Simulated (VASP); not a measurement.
# C (P6/mmm) in VASP: notebook

The runs below take C through single point, with PBE.

All numbers are computed with VASP 6.6.1; they aren't measurements. Logs are shortened: lines on timing, memory, paths and dates and some standing lists are left out, and cuts for length are marked.

### 1 The cell of the first run

Symmetry: P6/mmm, No. 191, hexagonal system. The conventional cell has a = 6.226 Å, b = 6.226 Å, c = 1.267 Å, α = 90.00°, β = 90.00°, γ = 120.00°. Within 1.7 Å of C (site symmetry 6/mmm) lie 2 C at 1.27 Å. C (site symmetry -6m2) has 2 C at 1.27 Å within 1.7 Å.

### 2 Single point, PBE (14.18 Å³/atom)

INCAR reads:

```
SYSTEM = C
ALGO = Normal ; EDIFF = 1E-6
ENCUT = 520 ; GGA = PE
ISIF = 2 ; ISMEAR = -1
LASPH = .True. ; LCHARG = .True.
LELF = .True. ; LREAL = .False.
LVHAR = .True. ; LWAVE = .False.
NBANDS = 13 ; NELM = 60
PREC = Accurate ; SIGMA = 0.1
```

KPOINTS reads:

```
k-points
0
Gamma
  7 7 27
  0 0 0
```

POSCAR reads:

```
C
1.0
    6.2258334409      0.0000000001      0.0000000000
   -3.1129167205      5.3917299195      0.0000000000
    0.0000000000      0.0000000000      1.2668995230
C
3
Direct
    0.0000000000      0.0000000000      0.0000000000
    0.3333333333      0.6666666667      0.5000000000
    0.6666666667      0.3333333333      0.5000000000
```

Potentials or basis: VASP PAW PBE potentials, release 64 (C).

Launch:

```console
$ cat potpaw_PBE.64/C/POTCAR > POTCAR
$ mpirun -np 1 vasp_std > vasp.out
```

OUTCAR:

```text
SYSTEM = C
   EDIFF = 1E-6
   ENCUT = 520
   GGA = PE
   ISIF = 2
   ISMEAR = -1
   LASPH = .True.
   LREAL = .False.
   NELM = 60
   PREC = Accurate

 ion  position               nearest neighbor table
   1  0.000  0.000  0.000-
   2  0.333  0.667  0.500-
   3  0.667  0.333  0.500-

  LATTYP: Found a hexagonal cell.
 ALAT       =     6.2258334409
 C/A-ratio  =     0.2034907511

  Lattice vectors:

 A1 = (   6.2258334409,   0.0000000001,   0.0000000000)
 A2 = (  -3.1129167205,   5.3917299195,   0.0000000000)
 A3 = (   0.0000000000,   0.0000000000,   1.2668995230)

Analysis of symmetry for initial positions (statically):
=====================================================================
 Subroutine PRICEL returns:
 Original cell was already a primitive cell.

 Routine SETGRP: Setting up the symmetry group for a
 hexagonal supercell.

 Subroutine GETGRP returns: Found 24 space group operations
 (whereof 24 operations were pure point group operations)
 out of a pool of 24 trial point group operations.

The static configuration has the point symmetry D_6h.

Analysis of symmetry for dynamics (positions and initial velocities):
=====================================================================
 Subroutine PRICEL returns:
 Original cell was already a primitive cell.

 Routine SETGRP: Setting up the symmetry group for a
 hexagonal supercell.

 Subroutine GETGRP returns: Found 24 space group operations
 (whereof 24 operations were pure point group operations)
 out of a pool of 24 trial point group operations.

The dynamic configuration has the point symmetry D_6h.

 Subroutine INISYM returns: Found 24 space group operations
 (whereof 24 operations are pure point group operations),
 and found     1 'primitive' translations

----------------------------------------------------------------------------------------

                                     Primitive cell

  volume of cell :      42.5273

  direct lattice vectors                    reciprocal lattice vectors
     6.225833441  0.000000000  0.000000000     0.160621065  0.092734615  0.000000000
    -3.112916720  5.391729920  0.000000000    -0.000000000  0.185469231  0.000000000
     0.000000000  0.000000000  1.266899523     0.000000000  0.000000000  0.789328579

  length of vectors
     6.225833441  6.225833441  1.266899523     0.185469231  0.185469231  0.789328579

  position of ions in fractional coordinates (direct lattice)
     0.000000000  0.000000000  0.000000000
     0.333333333  0.666666667  0.500000000
     0.666666667  0.333333333  0.500000000

  ion indices of the primitive-cell ions
   primitive index   ion index
                 1           1
                 2           2
                 3           3

----------------------------------------------------------------------------------------

 KPOINTS: k-points

Automatic generation of k-mesh.
 Grid dimensions read from file:
 generate k-points for:    7    7   27

 Generating k-lattice:

  Cartesian coordinates                     Fractional coordinates (reciprocal lattice)
     0.022945866  0.013247802  0.000000000     0.142857143 -0.000000000  0.000000000
    -0.000000000  0.026495604  0.000000000     0.000000000  0.142857143  0.000000000
     0.000000000  0.000000000  0.029234392     0.000000000  0.000000000  0.037037037

  Length of vectors
     0.026495604  0.026495604  0.029234392

  Shift w.r.t. Gamma in fractional coordinates (k-lattice)
     0.000000000  0.000000000  0.000000000

 Subroutine IBZKPT returns following result:
 ===========================================

 Found    112 irreducible k-points:

 Following reciprocal coordinates:
            Coordinates               Weight
  0.000000  0.000000  0.000000      1.000000
  0.142857 -0.000000  0.000000      6.000000
  0.285714 -0.000000  0.000000      6.000000
  0.428571 -0.000000  0.000000      6.000000
  0.142857  0.142857  0.000000      6.000000
  0.285714  0.142857  0.000000     12.000000
[... 16 lines left out ...]
  0.428571  0.142857  0.074074     12.000000
  0.285714  0.285714  0.074074     12.000000
 [... further k-points ...]
   k-points           NKPTS =    112   k-points in BZ     NKDIM =    112   number of bands    NBANDS=     13
   number of dos      NEDOS =    301   number of ions     NIONS =      3
   total plane-waves  NPLWV =  23040
   dimension x,y,z NGX =    48 NGY =   48 NGZ =   10
   dimension x,y,z NGXF=    96 NGYF=   96 NGZF=   20
   ions per type =               3
   NGX,Y,Z   is equivalent  to a cutoff of  12.82, 12.82, 13.12 a.u.
   NGXF,Y,Z  is equivalent  to a cutoff of  25.63, 25.63, 26.24 a.u.
 SYSTEM =  C
   PREC   = accura    normal or accurate (medium, high low for compatibility)
   ISTART =      0    job   : 0-new  1-cont  2-samecut
   ICHARG =      2    charge: 1-file 2-atom 10-const
   ISPIN  =      1    spin polarized calculation?
   LNONCOLLINEAR =      F non collinear calculations
   LSORBIT =      F    spin-orbit coupling
   LASPH  =      T    aspherical Exc in radial PAW
   ENCUT  =  520.0 eV  38.22 Ry    6.18 a.u.  11.58 11.58  2.36*2*pi/ulx,y,z
   NELM   =     60;   NELMIN=  2; NELMDL= -5     # of ELM steps
   EDIFF  = 0.1E-05   stopping-criterion for ELM
   LREAL  =      F    real-space projection
   EDIFFG = 0.1E-04   stopping-criterion for IOM
   NSW    =      0    number of steps for IOM
[... 5 lines left out ...]
   TEBEG  =    0.0;   TEEND  =   0.0 temperature during run
   PSTRESS=    0.0 pullay stress
   NELECT =      12.0000    total number of electrons
   NUPDOWN=      -1.0000    fix difference up-down
   EMIN   =  10.00;   EMAX   =-10.00  energy-range for DOS
   EFERMI =   0.00;   METHOD = LEGACY
   ISMEAR =    -1;   SIGMA  =   0.10  broadening in eV -4-tet -1-fermi 0-gaus
   EFERMI_NEDOS =   21; number of points for ismear=-14 and -15
   IALGO  =     38    algorithm
   IMIX   =      4    mixing-type and parameters
     AMIX     =   0.40;   BMIX     =  1.00
     AMIX_MAG =   1.60;   BMIX_MAG =  1.00
  volume/ion in A,a.u.               =      14.18        95.66
  Fermi-wavevector in a.u.,A,eV,Ry     =   1.073773  2.029138 15.687372  1.152989
  Thomas-Fermi vector in A             =   2.209582
   LORBIT       =      0    0 simple, 1 ext, 2 COOP (PROOUT), +10 PAW based schemes
   GGA     = PE    functional components
   LHFCALC =     F    Hartree Fock is set to
   AEXX    =    0.0000 exact exchange contribution
   IVDW    =     0    specifies the selected vdW correction
   LEPSILON=     F    determine dielectric tensor
   LRPA    =     F    only Hartree local field effects (RPA)
 non-spin polarized calculation
  energy-cutoff  :      520.00
  volume of cell :       42.53
 maximum number of plane-waves:      1187
 NGX is ok and might be reduce to    48
   NGX = 23   NGY = 23   NGZ =  5

 number of electron      12.0000001 magnetization

 Free energy of the ion-electron system (eV)
  ---------------------------------------------------
  ext. energy  EPLUGINS =         0.00000000
  ---------------------------------------------------
  free energy    TOTEN  =       -24.70268245 eV

  energy without entropy =      -24.68427154  energy(sigma->0) =      -24.69347699

 E-fermi :   0.4751     XC(G=0):  -8.1172

 val. band max:        0.4155331352   @ k =   0.1429  -0.0000   0.2593
 cond. band min:       0.5561462590   @ k =   0.4286  -0.0000   0.2593
 fundamental gap:      0.1406131238
 Fermi energy:         0.4751323590

 k-point     1 :       0.0000    0.0000    0.0000
  band No.  band energies     occupation
      1     -16.1460      2.00000
      2     -15.7815      2.00000
      3     -15.7815      2.00000
      4      -5.3288      2.00000
      5      -5.3288      2.00000
      6      -5.3287      2.00000
      7      -5.3286      2.00000
      8      -4.2572      2.00000
      9      -4.2572      2.00000
     10       5.2432      0.00000
     11       9.5139      0.00000
     12       9.5139      0.00000
     13       9.5140      0.00000

 k-point     2 :       0.1429   -0.0000    0.0000
  band No.  band energies     occupation
      1     -16.1260      2.00000
      2     -15.7946      2.00000
      3     -15.7906      2.00000
      4      -5.5332      2.00000
      5      -5.4865      2.00000
      6      -5.0940      2.00000
      7      -5.0632      2.00000
      8      -4.3718      2.00000
      9      -4.2799      2.00000
     10       5.4549      0.00000
     11       8.9305      0.00000
     12       9.3096      0.00000
     13       9.3906      0.00000

 k-point     3 :       0.2857   -0.0000    0.0000
  band No.  band energies     occupation
      1     -16.0705      2.00000
      2     -15.8379      2.00000
      3     -15.8084      2.00000
      4      -5.6836      2.00000
      5      -5.4845      2.00000
      6      -4.8564      2.00000
      7      -4.7825      2.00000
      8      -4.6630      2.00000
      9      -4.3498      2.00000
     10       6.0325      0.00000
     11       8.1634      0.00000
     12       8.6856      0.00000
     13       9.3091      0.00000
[... 305 lines left out ...]
 k-point    23 :       0.4286    0.1429    0.0741
  band No.  band energies     occupation
      1     -15.6521      2.00000
      2     -15.6521      2.00000
      3     -15.5552      2.00000
      4      -5.2175      2.00000
      5      -4.7593      2.00000
      6      -4.7593      2.00000
      7      -4.0765      2.00000
      8      -4.0378      2.00000
      9      -4.0377      2.00000
     10       7.7145      0.00000
     11       7.7146      0.00000
     12       8.0677      0.00000
     13      10.3622      0.00000

 k-point    24 :       0.2857    0.2857    0.0741
  band No.  band energies     occupation
      1     -15.6641      2.00000
      2     -15.5979      2.00000
      3     -15.5979      2.00000
      4      -5.0253      2.00000
      5      -5.0252      2.00000
      6      -4.7475      2.00000
      7      -4.0559      2.00000
      8      -4.0559      2.00000
      9      -3.9725      2.00000
     10       7.5102      0.00000
     11       7.9998      0.00000
     12       7.9999      0.00000
     13      10.4128      0.00000

 [... further k-points ...]

------------------------ aborting loop because EDIFF is reached ----------------------------------------

  FORCE on cell =-STRESS in cart. coord.  units (eV):
  Direction    XX          YY          ZZ          XY          YZ          ZX
  --------------------------------------------------------------------------------------
  -------------------------------------------------------------------------------------
  Total        0.3080488      0.3080488      4.5727083      0.0000000      0.0000000     -0.0000000
  in kB       11.6054600     11.6054600    172.2726288      0.0000000      0.0000000     -0.0000000
  external PRESSURE =      65.1611829 kB  Pullay stress =       0.0000000 kB

 VOLUME and BASIS-vectors are now :
 -----------------------------------------------------------------------------
  energy-cutoff  :      520.00
  volume of cell :       42.53
      direct lattice vectors                 reciprocal lattice vectors
     6.225833441  0.000000000  0.000000000     0.160621065  0.092734615  0.000000000
    -3.112916720  5.391729920  0.000000000    -0.000000000  0.185469231  0.000000000
     0.000000000  0.000000000  1.266899523     0.000000000  0.000000000  0.789328579

 POSITION                                       TOTAL-FORCE (eV/Angst)
 -----------------------------------------------------------------------------------
      0.00000      0.00000      0.00000        -0.000000     -0.000000      0.000000
     -0.00000      3.59449      0.63345         0.000000     -0.000000     -0.000000
      3.11292      1.79724      0.63345        -0.000000      0.000000      0.000000
 -----------------------------------------------------------------------------------
    total drift:                               -0.000000      0.000000      0.000000

  FREE ENERGIE OF THE ION-ELECTRON SYSTEM (eV)
  ---------------------------------------------------
  free  energy   TOTEN  =       -24.7026824470 eV

  energy  without entropy=      -24.6842715388  energy(sigma->0) =      -24.69347699
```

Wall time 52 s (1 thread of Intel Xeon 8259CL, shared host); peak memory 0.18 GiB.

What came out:

```yaml
Free_energy: -24.7027 eV
Pressure: 6.5 GPa
Band_gap_on_the_k_mesh: zero (bands 6 and 7 overlap by 15.65 eV)
```

Stress tensor (GPa, compression positive):
```
 1.16  0.00  0.00
 0.00  1.16  0.00
 0.00  0.00 17.23
```

Caveat: the stress differs along the axes, from 1 to 17 GPa.

[end of part 1 of 2]

The gap in the log of VASP goes by the Fermi energy; the results here count the filled bands.